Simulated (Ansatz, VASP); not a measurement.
MgI2 in VASP and in Ansatz

```xyz
3
Lattice="2.0787 1.2001 6.8923 -2.0787 1.2001 6.8923 0.0000 -2.4003 6.8923" Properties=species:S:1:pos:R:3 pbc="T T T"
Mg    0.0000    0.0000    0.0000
I     0.0000    0.0000    5.2248
I     0.0000    0.0000   15.4522
```

Alike in both runs: task single point; functional HSE06; k mesh 4 × 4 × 4; no spin polarisation.

|  | VASP | Ansatz |
| --- | --- | --- |
| version | VASP 6.6.1 | Ansatz 0.2.0 |
| potentials or method | VASP PAW PBE potentials, release 64 (Mg, I) | plane waves |
| plane-wave cutoff (eV) | 520 | 420 |
| occupations | gaussian, width 0.01 eV | fixed |
| valence electrons in the cell | 16 | 44 |

|  | VASP | Ansatz | Ansatz less VASP |
| --- | --- | --- | --- |
| gap on the k mesh at the Fermi level (eV) | 4.17 | 4.20 | +0.024 |
| pressure (GPa) | 0.4 | 0.5 | +0.13 |
| rms of the force components (eV/Å) | 0.063 | 0.054 | -0.0091 |

Atom by atom the forces differ by 0.009 eV/Å (rms over components). VASP's potentials hold 16 valence electrons a cell and Ansatz's 44, so a difference there can come from the potentials and not from the codes. Ansatz's warnings: stress exchange threshold loose, stress scf threshold loose.

The k mesh is coarse, so the values compare programs but aren't converged. Neither program's run includes spin-orbit coupling.
